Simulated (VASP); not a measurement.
A run of VASP 6.6.1 is set up as follows.

POSCAR

```
FeO
1.0
    0.0000000000      2.0115552952      2.0115552952
    2.0115552952      0.0000000000      2.0115552952
    2.0115552952      2.0115552952      0.0000000000
Fe O
1 1
Direct
    0.0000000000      0.0000000000      0.0000000000
    0.5000000000      0.5000000000      0.5000000000
```

The input INCAR.step1:

```
SYSTEM = FeO
PREC = Accurate
ENCUT = 520
ISMEAR = -1
SIGMA = 0.1
LREAL = .FALSE.
LASPH = .TRUE.
NELM = 60
NBANDS = 14
GGA = PE
ALGO = Normal
EDIFF = 1E-4
LWAVE = .TRUE.
LCHARG = .FALSE.
```

File INCAR.step2:

```
SYSTEM = FeO
PREC = Accurate
ENCUT = 520
EDIFF = 1E-7
ISMEAR = -1
SIGMA = 0.1
LREAL = .FALSE.
LASPH = .TRUE.
NELM = 60
ALGO = Normal
ISIF = 2
LWAVE = .FALSE.
LCHARG = .TRUE.
METAGGA = R2SCAN
LMIXTAU = .TRUE.
LELF = .TRUE.
LVHAR = .TRUE.
NBANDS = 14
ISTART = 1
```

KPOINTS

```
Automatic mesh
0
G
  14 14 14
  0 0 0
```

Potentials or basis: VASP PAW PBE potentials, release 64 (Fe, O).

Run with:

```sh
$ cat potpaw_PBE.64/Fe/POTCAR potpaw_PBE.64/O/POTCAR > POTCAR
$ cp INCAR.step1 INCAR
$ mpirun -np 1 vasp_std > vasp.out
$ cp INCAR.step2 INCAR
$ mpirun -np 1 vasp_std > vasp.out
```

(1) Estimate the band gap on the k mesh.

(2) What does it give for the pressure?

Answers

(1) zero (bands 7 and 8 overlap by 0.11 eV).

(2) 14.2 GPa.

Caveat: the cell stands under pressure; the PAW data sets were made with another functional, which shifts forces and pressure a little; the run has no spin polarisation, though such a crystal can be magnetic; semilocal functionals often make such compounds metallic where correlation or magnetic order opens a gap, which also shifts bond lengths.
